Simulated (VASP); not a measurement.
# Na2TlHgF6 (I4mm) in VASP: single point with PBE

Aim: the single point of Na2TlHgF6 with PBE.

Program: VASP 6.6.1. These are calculated values, not measurements. Logs are shortened: lines on timing, memory, paths and dates and some standing lists are left out, and cuts for length are marked.

**1. The cell of the first run**

It takes space group I4mm (No. 107, tetragonal). Conventional cell: a = 6.833 Å, b = 6.833 Å, c = 9.110 Å, α = 90.00°, β = 90.00°, γ = 90.00°. Na (site symmetry 2mm) has 12 F at 3.29 to 3.42 Å and 4 Hg at 4.03 to 4.19 Å and 4 Tl at 4.08 to 4.13 Å within 4.3 Å. Tl (site symmetry 4mm) has 6 F at 2.25 to 2.40 Å within 3.0 Å. Within 2.9 Å of Hg (site symmetry 4mm) lie 6 F at 2.18 to 2.44 Å. F (site symmetry m) has 1 Tl at 2.40 Å and 1 Hg at 2.44 Å and 8 F at 3.24 to 3.44 Å and 4 Na at 3.29 to 3.35 Å within 3.5 Å. Within 3.0 Å of F (site symmetry 4mm) lie 1 Tl at 2.25 Å and 1 Hg at 2.41 Å. Within 2.9 Å of F (site symmetry 4mm) lie 1 Hg at 2.18 Å and 1 Tl at 2.27 Å.

**2. Single point, PBE (strained and its atoms moved)**

INCAR reads:

```
SYSTEM = Na2TlHgF6
PREC = Accurate
ENCUT = 520
EDIFF = 1E-6
ISMEAR = 0
SIGMA = 0.1
LREAL = .FALSE.
LASPH = .TRUE.
NELM = 80
ALGO = Normal
ISIF = 2
LWAVE = .FALSE.
LCHARG = .FALSE.
GGA = PE
NBANDS = 52
```

KPOINTS reads:

```
Automatic mesh
0
G
  6 6 6
  0 0 0
```

POSCAR reads:

```
Na2TlHgF6
1.0
    0.0000000000      4.8313524637      4.5550278037
    4.8313524637      0.0000000000      4.5550278037
    4.8313524637      4.8313524637      0.0000000000
Na Tl Hg F
2 1 1 6
Direct
    0.7493449557      0.7493449557      0.7506550443
    0.2493449557      0.2493449557      0.2506550443
    0.0041869663      0.0041869663     -0.0041869663
    0.5154871729      0.5154871729      0.4845128271
    0.7459648529      0.2420031221      0.2540351471
    0.2512327337      0.2512327337      0.7487672663
    0.2420031221      0.7459648529      0.7579968779
    0.2420031221      0.7459648529      0.2540351471
    0.7459648529      0.2420031221      0.7579968779
    0.7544672656      0.7544672656      0.2455327344
```

Potentials or basis: VASP PAW PBE potentials, release 64 (Na_pv, Tl_d, Hg, F).

Launch:

```
$ cat potpaw_PBE.64/Na_pv/POTCAR potpaw_PBE.64/Tl_d/POTCAR potpaw_PBE.64/Hg/POTCAR potpaw_PBE.64/F/POTCAR > POTCAR
$ mpirun -np 1 vasp_std > vasp.out
```

OUTCAR:

```text
SYSTEM = Na2TlHgF6
   PREC = Accurate
   ENCUT = 520
   EDIFF = 1E-6
   ISMEAR = 0
   LREAL = .FALSE.
   LASPH = .TRUE.
   NELM = 80
   ISIF = 2
   GGA = PE

 ion  position               nearest neighbor table
   1  0.749  0.749  0.751-
   2  0.249  0.249  0.251-
   3  0.004  0.004  0.996-   6 2.25  10 2.27   7 2.40   8 2.40   9 2.40   5 2.40
   4  0.515  0.515  0.485-  10 2.18   6 2.41   7 2.44   8 2.44   9 2.44   5 2.44
   5  0.746  0.242  0.254-   3 2.40   4 2.44
   6  0.251  0.251  0.749-   3 2.25   4 2.41
   7  0.242  0.746  0.758-   3 2.40   4 2.44
   8  0.242  0.746  0.254-   3 2.40   4 2.44
   9  0.746  0.242  0.758-   3 2.40   4 2.44
  10  0.754  0.754  0.246-   4 2.18   3 2.27

  LATTYP: Found a body centered tetragonal cell.
 ALAT       =     6.8325641788
 C/A-ratio  =     1.3333289478

  Lattice vectors:

 A1 = (   0.0000000000,  -4.8313524637,  -4.5550278037)
 A2 = (   0.0000000000,   4.8313524637,  -4.5550278037)
 A3 = (   4.8313524637,   0.0000000000,   4.5550278037)

Analysis of symmetry for initial positions (statically):
=====================================================================
 Subroutine PRICEL returns:
 Original cell was already a primitive cell.

 Routine SETGRP: Setting up the symmetry group for a
 body centered tetragonal supercell.

 Subroutine GETGRP returns: Found  8 space group operations
 (whereof  8 operations were pure point group operations)
 out of a pool of 16 trial point group operations.

The static configuration has the point symmetry C_4v.

Analysis of symmetry for dynamics (positions and initial velocities):
=====================================================================
 Subroutine PRICEL returns:
 Original cell was already a primitive cell.

 Routine SETGRP: Setting up the symmetry group for a
 body centered tetragonal supercell.

 Subroutine GETGRP returns: Found  8 space group operations
 (whereof  8 operations were pure point group operations)
 out of a pool of 16 trial point group operations.

The dynamic configuration has the point symmetry C_4v.

 Subroutine INISYM returns: Found  8 space group operations
 (whereof  8 operations are pure point group operations),
 and found     1 'primitive' translations

----------------------------------------------------------------------------------------

                                     Primitive cell

  volume of cell :     212.6466

  direct lattice vectors                    reciprocal lattice vectors
     0.000000000  4.831352464  4.555027804    -0.103490690  0.103490690  0.109768814
     4.831352464  0.000000000  4.555027804     0.103490690 -0.103490690  0.109768814
     4.831352464  4.831352464  0.000000000     0.103490690  0.103490690 -0.109768814

  length of vectors
     6.640048563  6.640048563  6.832564179     0.182947638  0.182947638  0.182947638

  position of ions in fractional coordinates (direct lattice)
     0.749344956  0.749344956  0.750655044
     0.249344956  0.249344956  0.250655044
     0.004186966  0.004186966  0.995813034
     0.515487173  0.515487173  0.484512827
     0.745964853  0.242003122  0.254035147
     0.251232734  0.251232734  0.748767266
     0.242003122  0.745964853  0.757996878
     0.242003122  0.745964853  0.254035147
     0.745964853  0.242003122  0.757996878
     0.754467266  0.754467266  0.245532734

  ion indices of the primitive-cell ions
   primitive index   ion index
                 1           1
                 2           2
                 3           3
                 4           4
                 5           5
                 6           6
                 7           7
                 8           8
                 9           9
                10          10

----------------------------------------------------------------------------------------

 KPOINTS: Automatic mesh

Automatic generation of k-mesh.
 Grid dimensions read from file:
 generate k-points for:    6    6    6

 Generating k-lattice:

  Cartesian coordinates                     Fractional coordinates (reciprocal lattice)
    -0.017248448  0.017248448  0.018294802     0.166666667  0.000000000  0.000000000
     0.017248448 -0.017248448  0.018294802     0.000000000  0.166666667  0.000000000
     0.017248448  0.017248448 -0.018294802     0.000000000  0.000000000  0.166666667

  Length of vectors
     0.030491273  0.030491273  0.030491273

  Shift w.r.t. Gamma in fractional coordinates (k-lattice)
     0.000000000  0.000000000  0.000000000

 Subroutine IBZKPT returns following result:
 ===========================================

 Found     30 irreducible k-points:

 Following reciprocal coordinates:
            Coordinates               Weight
  0.000000  0.000000  0.000000      1.000000
  0.166667  0.000000  0.000000      8.000000
  0.333333  0.000000  0.000000      8.000000
  0.500000 -0.000000  0.000000      4.000000
  0.166667  0.166667  0.000000      2.000000
  0.333333  0.166667  0.000000      8.000000
[... 16 lines left out ...]
  0.333333  0.000000  0.333333      4.000000
  0.500000 -0.000000  0.333333     16.000000
 [... further k-points ...]
   k-points           NKPTS =     30   k-points in BZ     NKDIM =     30   number of bands    NBANDS=     52
   number of dos      NEDOS =    301   number of ions     NIONS =     10
   total plane-waves  NPLWV = 135000
   dimension x,y,z NGX =    50 NGY =   50 NGZ =   54
   dimension x,y,z NGXF=   100 NGYF=  100 NGZF=  108
   ions per type =               2   1   1   6
   NGX,Y,Z   is equivalent  to a cutoff of  12.52, 12.52, 13.14 a.u.
   NGXF,Y,Z  is equivalent  to a cutoff of  25.04, 25.04, 26.28 a.u.
 SYSTEM =  Na2TlHgF6
   PREC   = accura    normal or accurate (medium, high low for compatibility)
   ISTART =      0    job   : 0-new  1-cont  2-samecut
   ICHARG =      2    charge: 1-file 2-atom 10-const
   ISPIN  =      1    spin polarized calculation?
   LNONCOLLINEAR =      F non collinear calculations
   LSORBIT =      F    spin-orbit coupling
   LASPH  =      T    aspherical Exc in radial PAW
   ENCUT  =  520.0 eV  38.22 Ry    6.18 a.u.  12.35 12.35 12.70*2*pi/ulx,y,z
   NELM   =     80;   NELMIN=  2; NELMDL= -5     # of ELM steps
   EDIFF  = 0.1E-05   stopping-criterion for ELM
   LREAL  =      F    real-space projection
   EDIFFG = 0.1E-04   stopping-criterion for IOM
   NSW    =      0    number of steps for IOM
   IBRION =     -1    ionic relax: 0-MD 1-quasi-New 2-CG
   NFREE  =      0    steps in history (QN), initial steepest desc. (CG)
   ISIF   =      2    stress and relaxation
   ISYM   =      2    0-nonsym 1-usesym 2-fastsym
   POTIM  = 0.5000    time-step for ionic-motion
   TEBEG  =    0.0;   TEEND  =   0.0 temperature during run
   PSTRESS=    0.0 pullay stress
   NELECT =      81.0000    total number of electrons
   NUPDOWN=      -1.0000    fix difference up-down
   EMIN   =  10.00;   EMAX   =-10.00  energy-range for DOS
   EFERMI =   0.00;   METHOD = LEGACY
   ISMEAR =     0;   SIGMA  =   0.10  broadening in eV -4-tet -1-fermi 0-gaus
   EFERMI_NEDOS =   21; number of points for ismear=-14 and -15
   IALGO  =     38    algorithm
   IMIX   =      4    mixing-type and parameters
     AMIX     =   0.40;   BMIX     =  1.00
     AMIX_MAG =   1.60;   BMIX_MAG =  1.00
  volume/ion in A,a.u.               =      21.26       143.50
  Fermi-wavevector in a.u.,A,eV,Ry     =   1.186726  2.242586 19.161328  1.408318
  Thomas-Fermi vector in A             =   2.322892
   LORBIT       =      0    0 simple, 1 ext, 2 COOP (PROOUT), +10 PAW based schemes
   GGA     = PE    functional components
   LHFCALC =     F    Hartree Fock is set to
   AEXX    =    0.0000 exact exchange contribution
   IVDW    =     0    specifies the selected vdW correction
   LEPSILON=     F    determine dielectric tensor
   LRPA    =     F    only Hartree local field effects (RPA)
 non-spin polarized calculation
 Gauss-broadening in eV      SIGMA  =   0.10
  energy-cutoff  :      520.00
  volume of cell :      212.65
 maximum number of plane-waves:      5757
 NGX is ok and might be reduce to    50
   NGX = 25   NGY = 25   NGZ = 25

 number of electron      80.9999997 magnetization

 Free energy of the ion-electron system (eV)
  ---------------------------------------------------
  ext. energy  EPLUGINS =         0.00000000
  ---------------------------------------------------
  free energy    TOTEN  =       -34.03310353 eV

  energy without entropy =      -34.02441636  energy(sigma->0) =      -34.02875995

 E-fermi :  -0.0621     XC(G=0):  -7.6193

 val. band max:       -0.0785762345   @ k =   0.3333   0.3333   0.0000
 cond. band min:      -0.0459777392   @ k =   0.5000  -0.0000   0.0000
 fundamental gap:      0.0325984953
 Fermi energy:        -0.0620624501

 k-point     1 :       0.0000    0.0000    0.0000
  band No.  band energies     occupation
      1     -24.6122      2.00000
      2     -24.6122      2.00000
      3     -24.6070      2.00000
      4     -24.6058      2.00000
      5     -24.6058      2.00000
      6     -24.6056      2.00000
[... 44 lines left out ...]
     51       7.4127      0.00000
     52       7.4128      0.00000

 k-point     2 :       0.1667    0.0000    0.0000
  band No.  band energies     occupation
      1     -24.6123      2.00000
      2     -24.6122      2.00000
      3     -24.6069      2.00000
      4     -24.6058      2.00000
      5     -24.6058      2.00000
      6     -24.6058      2.00000
[... 44 lines left out ...]
     51       7.2752      0.00000
     52       7.6069      0.00000
[... 1153 lines left out ...]
     51       8.3166      0.00000
     52       8.5148      0.00000

 k-point    24 :       0.5000   -0.0000    0.3333
  band No.  band energies     occupation
      1     -24.6130      2.00000
      2     -24.6119      2.00000
      3     -24.6072      2.00000
      4     -24.6065      2.00000
      5     -24.6057      2.00000
      6     -24.6055      2.00000
[... 44 lines left out ...]
     51       8.3716      0.00000
     52       8.4627      0.00000

 [... further k-points ...]

------------------------ aborting loop because EDIFF is reached ----------------------------------------

  FORCE on cell =-STRESS in cart. coord.  units (eV):
  Direction    XX          YY          ZZ          XY          YZ          ZX
  --------------------------------------------------------------------------------------
  -------------------------------------------------------------------------------------
  Total       -5.3384947     -5.3384947     -1.0296541      0.0000000     -0.0000000      0.0000000
  in kB      -40.2226732    -40.2226732     -7.7578874      0.0000000     -0.0000000      0.0000000
  external PRESSURE =     -29.4010779 kB  Pullay stress =       0.0000000 kB

 VOLUME and BASIS-vectors are now :
 -----------------------------------------------------------------------------
  energy-cutoff  :      520.00
  volume of cell :      212.65
      direct lattice vectors                 reciprocal lattice vectors
     0.000000000  4.831352464  4.555027804    -0.103490690  0.103490690  0.109768814
     4.831352464  0.000000000  4.555027804     0.103490690 -0.103490690  0.109768814
     4.831352464  4.831352464  0.000000000     0.103490690  0.103490690 -0.109768814

 POSITION                                       TOTAL-FORCE (eV/Angst)
 -----------------------------------------------------------------------------------
      7.24703      7.24703      6.82657         0.000000      0.000000      0.097739
      2.41568      2.41568      2.27155         0.000000      0.000000      0.097739
      4.83135      4.83135      0.03814         0.000000      0.000000      0.041014
      4.83135      4.83135      4.69612         0.000000      0.000000     -1.243324
      2.39654      4.83135      4.50022        -0.017459      0.000000      0.064898
      4.83135      4.83135      2.28874         0.000000      0.000000      0.495761
      7.26617      4.83135      4.50022         0.017459      0.000000      0.064898
      4.83135      2.39654      4.50022         0.000000     -0.017459      0.064898
      4.83135      7.26617      4.50022         0.000000      0.017459      0.064898
      4.83135      4.83135      6.87324         0.000000      0.000000      0.251480
 -----------------------------------------------------------------------------------
    total drift:                               -0.000036     -0.000036     -0.001059

  FREE ENERGIE OF THE ION-ELECTRON SYSTEM (eV)
  ---------------------------------------------------
  free  energy   TOTEN  =       -34.0331035347 eV

  energy  without entropy=      -34.0244163624  energy(sigma->0) =      -34.02875995
```

It took 4.4 min on 1 thread of AMD EPYC 9R45 (Zen 5), shared host; peak memory 0.52 GiB.

Results:

```
Free energy            : -34.0331 eV
Pressure               : -2.9 GPa
Largest force          : 1.243 eV/Å
Band gap on the k mesh : zero (an odd number of electrons rules out a gap without spin polarisation)
```

Forces in eV/Å, atoms in the order of the input:
```
Na   0.000  0.000  0.098
Na   0.000  0.000  0.098
Tl   0.000  0.000  0.041
Hg   0.000  0.000 -1.243
F   -0.017  0.000  0.065
F    0.000  0.000  0.496
F    0.017  0.000  0.065
F    0.000 -0.017  0.065
F    0.000  0.017  0.065
F    0.000  0.000  0.251
```

Stress tensor (GPa, compression positive):
```
-4.02  0.00  0.00
 0.00 -4.02  0.00
 0.00  0.00 -0.78
```

Levels at points of the mesh, in eV from the Fermi level:
```tsv
k point	band 36	band 37	band 38	band 39	band 40	band 41	band 42	band 43	band 44	band 45
(0.00, 0.00, 0.00)	-3.04	-3.04	-2.93	-2.25	-2.08	-1.93	2.68	3.50	4.77	5.48
(0.50, 0.00, 0.00)	-3.12	-3.08	-3.03	-2.77	-2.72	0.02	1.01	3.82	4.05	5.83
(0.50, 0.50, 0.00)	-3.20	-3.06	-3.06	-2.93	-2.25	0.65	1.80	3.43	4.44	4.67
(0.50, 0.00, 0.50)	-3.19	-3.06	-3.04	-3.02	-2.13	0.25	2.07	3.13	4.51	4.87
```

Caveat: the cell differs from its parent crystal (strained and its atoms moved); spin-orbit coupling is left out, which moves the levels of the heavy elements; an odd number of electrons without spin polarisation forces a metal; a magnetic or distorted state may lie lower.

The gap in the log of VASP goes by the Fermi energy; the results here count the filled bands.